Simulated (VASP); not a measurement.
# MgS5 (P6/mmm) in VASP: relaxation of cell and atoms with PBE

Aim: the relaxation of cell and atoms of MgS5 with PBE.

All numbers are computed with VASP 6.6.1; they aren't measurements. Logs are shortened: lines on timing, memory, paths and dates and some standing lists are left out, and cuts for length are marked.

## Step 1: The cell of the first run

Symmetry: P6/mmm, No. 191, hexagonal system. The conventional cell has a = 5.339 Å, b = 5.339 Å, c = 4.930 Å, α = 90.00°, β = 90.00°, γ = 120.00°. Within 3.3 Å of Mg (site symmetry 6/mmm) lie 14 S at 2.47 to 3.23 Å. S (site symmetry 3m) has 1 S at 1.94 Å within 2.6 Å. S (site symmetry 6/mmm) has 2 Mg at 2.47 Å and 12 S at 3.43 Å within 3.5 Å.

The cell was built from a structure type or drawn by symmetry, and may not be a known phase.

## Step 2: Relaxation of cell and atoms, PBE

Input file INCAR:

```
SYSTEM = MgS5
PREC     = Accurate       ! precision mode
ENCUT    = 600            ! plane-wave cutoff, eV
EDIFF    = 1E-6           ! SCF threshold, eV
ISMEAR   = 0              ! smearing method
SIGMA    = 0.1            ! smearing width, eV
LREAL    = .False.        ! projectors in reciprocal space
LASPH    = .True.         ! aspherical terms in the spheres
NELM     = 80             ! most SCF steps
ALGO     = Normal         ! electronic algorithm
ISIF     = 3              ! what is computed and relaxed
LWAVE    = .False.        ! write WAVECAR
LCHARG   = .False.        ! write CHGCAR
GGA      = PE             ! functional
IBRION   = 2              ! ionic algorithm
NSW      = 100            ! ionic steps
EDIFFG   = -0.01          ! ionic threshold
```

Input file KPOINTS:

```
regular mesh
0
Gamma
  12 12 8
  0 0 0
```

Input file POSCAR:

```
MgS5
1.0
    5.3386883240      0.0000000000      0.0000000000
   -2.6693441620      4.6234397115      0.0000000000
    0.0000000000      0.0000000000      4.9304748231
Mg S
1 5
Direct
    0.0000000000      0.0000000000      0.5000000000
    0.6666666667      0.3333333333      0.6968599203
    0.0000000000      0.0000000000      0.0000000000
    0.6666666667      0.3333333333      0.3031400797
    0.3333333333      0.6666666667      0.3031400797
    0.3333333333      0.6666666667      0.6968599203
```

Potentials or basis: VASP PAW PBE potentials, release 64 (Mg, S).

Run with:

```bash
cat potpaw_PBE.64/Mg/POTCAR potpaw_PBE.64/S/POTCAR > POTCAR
mpirun -np 1 vasp_std > vasp.out
```

OUTCAR:

```text
SYSTEM = MgS5
   PREC = Accurate
   ENCUT = 600
   EDIFF = 1E-6
   ISMEAR = 0
   LREAL = .False.
   LASPH = .True.
   NELM = 80
   ISIF = 3
   GGA = PE
   IBRION = 2
   NSW = 100
   EDIFFG = -0.01

 ion  position               nearest neighbor table
   1  0.000  0.000  0.500-   3 2.47   3 2.47
   2  0.667  0.333  0.697-   4 1.94
   3  0.000  0.000  0.000-   1 2.47   1 2.47
   4  0.667  0.333  0.303-   2 1.94
   5  0.333  0.667  0.303-   6 1.94
   6  0.333  0.667  0.697-   5 1.94

  LATTYP: Found a hexagonal cell.
 ALAT       =     5.3386883240
 C/A-ratio  =     0.9235367423

  Lattice vectors:

 A1 = (   5.3386883240,   0.0000000000,   0.0000000000)
 A2 = (  -2.6693441620,   4.6234397115,   0.0000000000)
 A3 = (   0.0000000000,   0.0000000000,   4.9304748231)

Analysis of symmetry for initial positions (statically):
=====================================================================
 Subroutine PRICEL returns:
 Original cell was already a primitive cell.

 Routine SETGRP: Setting up the symmetry group for a
 hexagonal supercell.

 Subroutine GETGRP returns: Found 24 space group operations
 (whereof 24 operations were pure point group operations)
 out of a pool of 24 trial point group operations.

The static configuration has the point symmetry D_6h.

Analysis of symmetry for dynamics (positions and initial velocities):
=====================================================================
 Subroutine PRICEL returns:
 Original cell was already a primitive cell.

 Routine SETGRP: Setting up the symmetry group for a
 hexagonal supercell.

 Subroutine GETGRP returns: Found 24 space group operations
 (whereof 24 operations were pure point group operations)
 out of a pool of 24 trial point group operations.

The dynamic configuration has the point symmetry D_6h.

 Subroutine INISYM returns: Found 24 space group operations
 (whereof 24 operations are pure point group operations),
 and found     1 'primitive' translations

----------------------------------------------------------------------------------------

                                     Primitive cell

  volume of cell :     121.6994

  direct lattice vectors                    reciprocal lattice vectors
     5.338688324  0.000000000  0.000000000     0.187311927  0.108144592  0.000000000
    -2.669344162  4.623439711  0.000000000     0.000000000  0.216289183  0.000000000
     0.000000000  0.000000000  4.930474823     0.000000000  0.000000000  0.202820222

  length of vectors
     5.338688324  5.338688324  4.930474823     0.216289183  0.216289183  0.202820222

  position of ions in fractional coordinates (direct lattice)
     0.000000000  0.000000000  0.500000000
     0.666666667  0.333333333  0.696859920
     0.000000000  0.000000000  0.000000000
     0.666666667  0.333333333  0.303140080
     0.333333333  0.666666667  0.303140080
     0.333333333  0.666666667  0.696859920

  ion indices of the primitive-cell ions
   primitive index   ion index
                 1           1
                 2           2
                 3           3
                 4           4
                 5           5
                 6           6

----------------------------------------------------------------------------------------

 KPOINTS: regular mesh

Automatic generation of k-mesh.
 Grid dimensions read from file:
 generate k-points for:   12   12    8

 Generating k-lattice:

  Cartesian coordinates                     Fractional coordinates (reciprocal lattice)
     0.015609327  0.009012049  0.000000000     0.083333333  0.000000000  0.000000000
     0.000000000  0.018024099  0.000000000     0.000000000  0.083333333  0.000000000
     0.000000000  0.000000000  0.025352528     0.000000000  0.000000000  0.125000000

  Length of vectors
     0.018024099  0.018024099  0.025352528

  Shift w.r.t. Gamma in fractional coordinates (k-lattice)
     0.000000000  0.000000000  0.000000000

 Subroutine IBZKPT returns following result:
 ===========================================

 Found     95 irreducible k-points:

 Following reciprocal coordinates:
            Coordinates               Weight
  0.000000  0.000000  0.000000      1.000000
  0.083333  0.000000  0.000000      6.000000
  0.166667 -0.000000  0.000000      6.000000
  0.250000 -0.000000  0.000000      6.000000
  0.333333 -0.000000  0.000000      6.000000
  0.416667 -0.000000  0.000000      6.000000
[... 16 lines left out ...]
  0.250000 -0.000000  0.125000     12.000000
  0.333333 -0.000000  0.125000     12.000000
 [... further k-points ...]
   k-points           NKPTS =     95   k-points in BZ     NKDIM =     95   number of bands    NBANDS=     20
   number of dos      NEDOS =    301   number of ions     NIONS =      6
   total plane-waves  NPLWV =  92160
   dimension x,y,z NGX =    48 NGY =   48 NGZ =   40
   dimension x,y,z NGXF=    96 NGYF=   96 NGZF=   80
   ions per type =               1   5
   NGX,Y,Z   is equivalent  to a cutoff of  14.95, 14.95, 13.49 a.u.
   NGXF,Y,Z  is equivalent  to a cutoff of  29.89, 29.89, 26.97 a.u.
 SYSTEM =  MgS5
   PREC   = accura    normal or accurate (medium, high low for compatibility)
   ISTART =      0    job   : 0-new  1-cont  2-samecut
   ICHARG =      2    charge: 1-file 2-atom 10-const
   ISPIN  =      1    spin polarized calculation?
   LNONCOLLINEAR =      F non collinear calculations
   LSORBIT =      F    spin-orbit coupling
   LASPH  =      T    aspherical Exc in radial PAW
   ENCUT  =  600.0 eV  44.10 Ry    6.64 a.u.  10.66 10.66  9.85*2*pi/ulx,y,z
   NELM   =     80;   NELMIN=  2; NELMDL= -5     # of ELM steps
   EDIFF  = 0.1E-05   stopping-criterion for ELM
   LREAL  =      F    real-space projection
   EDIFFG = -.1E-01   stopping-criterion for IOM
   NSW    =    100    number of steps for IOM
   IBRION =      2    ionic relax: 0-MD 1-quasi-New 2-CG
   NFREE  =      1    steps in history (QN), initial steepest desc. (CG)
   ISIF   =      3    stress and relaxation
   ISYM   =      2    0-nonsym 1-usesym 2-fastsym
   POTIM  = 0.5000    time-step for ionic-motion
   TEBEG  =    0.0;   TEEND  =   0.0 temperature during run
   PSTRESS=    0.0 pullay stress
   NELECT =      32.0000    total number of electrons
   NUPDOWN=      -1.0000    fix difference up-down
   EMIN   =  10.00;   EMAX   =-10.00  energy-range for DOS
   EFERMI =   0.00;   METHOD = LEGACY
   ISMEAR =     0;   SIGMA  =   0.10  broadening in eV -4-tet -1-fermi 0-gaus
   EFERMI_NEDOS =   21; number of points for ismear=-14 and -15
   IALGO  =     38    algorithm
   IMIX   =      4    mixing-type and parameters
     AMIX     =   0.40;   BMIX     =  1.00
     AMIX_MAG =   1.60;   BMIX_MAG =  1.00
  volume/ion in A,a.u.               =      20.28       136.88
  Fermi-wavevector in a.u.,A,eV,Ry     =   1.048806  1.981957 14.966338  1.099995
  Thomas-Fermi vector in A             =   2.183743
   LORBIT       =      0    0 simple, 1 ext, 2 COOP (PROOUT), +10 PAW based schemes
   GGA     = PE    functional components
   LHFCALC =     F    Hartree Fock is set to
   AEXX    =    0.0000 exact exchange contribution
   IVDW    =     0    specifies the selected vdW correction
   LEPSILON=     F    determine dielectric tensor
   LRPA    =     F    only Hartree local field effects (RPA)
 conjugate gradient relaxation of ions
 non-spin polarized calculation
 Gauss-broadening in eV      SIGMA  =   0.10
  energy-cutoff  :      600.00
  volume of cell :      121.70
 maximum number of plane-waves:      4111
 NGX is ok and might be reduce to    48
   NGX = 21   NGY = 21   NGZ = 19

--------------------------------------- Ionic step        1  -------------------------------------------

 number of electron      31.9999998 magnetization

 Free energy of the ion-electron system (eV)
  ---------------------------------------------------
  ext. energy  EPLUGINS =         0.00000000
  ---------------------------------------------------
  free energy    TOTEN  =       -21.88663257 eV

  energy without entropy =      -21.87287972  energy(sigma->0) =      -21.87975614

------------------------ aborting loop because EDIFF is reached ----------------------------------------

  FORCE on cell =-STRESS in cart. coord.  units (eV):
  Direction    XX          YY          ZZ          XY          YZ          ZX
  --------------------------------------------------------------------------------------
  -------------------------------------------------------------------------------------
  Total       -0.0471215     -0.0471215     -0.9037073     -0.0000000      0.0000000     -0.0000000
  in kB       -0.6203567     -0.6203567    -11.8973400     -0.0000000      0.0000000     -0.0000000
  external PRESSURE =      -4.3793511 kB  Pullay stress =       0.0000000 kB
[... 65 lines left out ...]
  energy  without entropy=      -21.8572682581  energy(sigma->0) =      -21.86398661

--------------------------------------- Ionic step        3  -------------------------------------------

 number of electron      31.9999997 magnetization

 Free energy of the ion-electron system (eV)
  ---------------------------------------------------
  ext. energy  EPLUGINS =         0.00000000
  ---------------------------------------------------
  free energy    TOTEN  =       -21.88868662 eV

  energy without entropy =      -21.87501131  energy(sigma->0) =      -21.88184896

 E-fermi :   4.5528     XC(G=0):  -9.5053

 val. band max:        4.5523683227   @ k =   0.3333   0.1667   0.3750
 cond. band min:       4.5588167860   @ k =   0.4167   0.0833   0.5000
 fundamental gap:      0.0064484632
 Fermi energy:         4.5528468330

 k-point     1 :       0.0000    0.0000    0.0000
  band No.  band energies     occupation
      1     -12.2863      2.00000
      2     -10.9884      2.00000
      3      -6.9823      2.00000
      4      -6.4954      2.00000
      5      -4.9506      2.00000
      6      -2.0675      2.00000
[... 12 lines left out ...]
     19       5.3076      0.00000
[... 513 lines left out ...]
      4      -6.3356      2.00000
      5      -5.5219      2.00000
      6      -1.7844      2.00000
[... 12 lines left out ...]
     19       6.7281      0.00000
     20       8.6263      0.00000

 [... further k-points ...]

------------------------ aborting loop because EDIFF is reached ----------------------------------------

  FORCE on cell =-STRESS in cart. coord.  units (eV):
  Direction    XX          YY          ZZ          XY          YZ          ZX
  --------------------------------------------------------------------------------------
  -------------------------------------------------------------------------------------
  Total       -0.0153931     -0.0153931      0.0124913     -0.0000000     -0.0000000      0.0000000
  in kB       -0.2030707     -0.2030707      0.1647883     -0.0000000     -0.0000000      0.0000000
  external PRESSURE =      -0.0804511 kB  Pullay stress =       0.0000000 kB
[... 21 lines left out ...]
  FREE ENERGIE OF THE ION-ELECTRON SYSTEM (eV)
  ---------------------------------------------------
  free  energy   TOTEN  =       -21.8886866216 eV

  energy  without entropy=      -21.8750113082  energy(sigma->0) =      -21.88184896

 reached required accuracy - stopping structural energy minimisation
```

It took 5 min on 1 thread of Intel Xeon 6975P-C (Granite Rapids), shared host; peak memory 0.47 GiB.

Results:

- Free energy: -21.8887 eV
- Relaxed volume: 20.24 Å³/atom
- Relaxed cell: a = 5.338 Å, b = 5.338 Å, c = 4.921 Å, α = 90.00°, β = 90.00°, γ = 120.00°
- Space group after relaxing (to 0.1 Å): P6/mmm (No. 191)
- Energy gained by relaxing: 0.3 meV/atom
- Ionic steps: 3
- Pressure after relaxing: 0.0 GPa
- Largest force after relaxing: 0.005 eV/Å
- Band gap on the k mesh: zero (bands 16 and 17 overlap by 0.80 eV)

Forces in eV/Å, atoms in the order of the input:
```
Mg   0.000  0.000  0.000
S    0.000  0.000 -0.005
S    0.000  0.000  0.000
S    0.000  0.000  0.005
S    0.000  0.000  0.005
S    0.000  0.000 -0.005
```

Step by step:
| step | energy change (eV) | largest force (eV/Å) | pressure (GPa) | volume (Å³) |
| --- | --- | --- | --- | --- |
| 1 | 0.0000 | 0.2185 | -0.44 | 121.70 |
| 2 | 0.0159 | 0.6729 | 1.36 | 120.72 |
| 3 | -0.0021 | 0.0046 | -0.01 | 121.45 |

Final structure:
```
Mg S
1.0
     5.33817    0.00000    0.00000
    -2.66908    4.62299    0.00000
     0.00000    0.00000    4.92125
Mg S
1 5
Direct
  0.00000 0.00000 0.50000
  0.66667 0.33333 0.69632
  0.00000 0.00000 0.00000
  0.66667 0.33333 0.30368
  0.33333 0.66667 0.30368
  0.33333 0.66667 0.69632
```

Caveat: semilocal functionals underestimate gaps, so a narrow gap can read as zero.
